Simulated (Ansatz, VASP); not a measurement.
# Ca2Ge2N: VASP beside Ansatz

File INCAR:

```
SYSTEM = Ca2Ge2N
ALGO     = Normal         ! electronic algorithm
EDIFF    = 1E-6           ! SCF threshold, eV
ENCUT    = 520            ! plane-wave cutoff, eV
GGA      = PE             ! functional
ISIF     = 2              ! what is computed and relaxed
ISMEAR   = 0              ! smearing method
LASPH    = .TRUE.         ! aspherical terms in the spheres
LCHARG   = .FALSE.        ! write CHGCAR
LREAL    = .FALSE.        ! projectors in reciprocal space
LWAVE    = .FALSE.        ! write WAVECAR
NBANDS   = 34             ! bands
NELM     = 80             ! most SCF steps
PREC     = Accurate       ! precision mode
SIGMA    = 0.1            ! smearing width, eV
```

Contents of KPOINTS:

```
k-points
0
G
  4 4 4
  0 0 0
```

File POSCAR:

```
Ca2Ge2N
1.0
    3.9541064000      0.0000000000      0.0000000000
    0.0000000000      3.9541064000      0.0000000000
    0.0000000000      0.0000000000      6.6076472600
Ca Ge N
2 2 1
Direct
    0.0000000000      0.5000000000      0.5000000000
    0.5000000000      0.0000000000      0.5000000000
    0.5000000000      0.5000000000      0.2588269100
    0.5000000000      0.5000000000      0.7411730900
    0.0000000000      0.0000000000      0.0000000000
```

Input for Ansatz:

```yaml
crystal:
  lattice:
    - [3.9541064, 0.0, 0.0]
    - [0.0, 3.9541064, 0.0]
    - [0.0, 0.0, 6.60764726]
  atoms:
    - { symbol: Ca, position: [0.0, 0.5, 0.5] }
    - { symbol: Ca, position: [0.5, 0.0, 0.5] }
    - { symbol: Ge, position: [0.5, 0.5, 0.25882691] }
    - { symbol: Ge, position: [0.5, 0.5, 0.74117309] }
    - { symbol: "N", position: [0.0, 0.0, 0.0] }
basis:
  ecutwfc: 420
kpoints:
  mp_grid: { grid: [4, 4, 4] }
hamiltonian:
  xc: pbe
scf:
  occupations: { method: gaussian, width: 0.1 }
  lower_state_search: "off"
output:
  forces: true
  stress: true
  eigenvalues: true
```

Alike in both runs: task single point; functional PBE; k mesh 4 × 4 × 4; occupations gaussian, width 0.1 eV; no spin polarisation.

|  | VASP | Ansatz |
| --- | --- | --- |
| version | VASP 6.6.1 | Ansatz 0.2.0 |
| potentials or method | VASP PAW PBE potentials, release 64 (Ca_sv, Ge_d, N), cutoff 520 eV | scalar-relativistic, plane waves, PAW |
| valence electrons in the cell | 53 | 53 |

Ansatz gave:

| Quantity | Value |
| --- | --- |
| gap on the k mesh at the Fermi level (eV) | none |
| pressure (GPa) | 21.1 |
| traceless stress, the component that is largest in VASP (GPa) | -11.92 |
| rms of the force components (eV/Å) | 2.127 |

What did VASP give for the same quantities?

gap on the k mesh at the Fermi level (eV): none; pressure (GPa): 21.3; traceless stress, the component that is largest in VASP (GPa): -11.94; rms of the force components (eV/Å): 2.147.

Atom by atom the forces differ by 0.020 eV/Å (rms over components). A gap of «none» marks a metal or a gap that the smearing closes. With one functional, cell and mesh, what is left measures potentials, basis and numerics.

The k mesh is coarse, so the values compare programs but aren't converged.
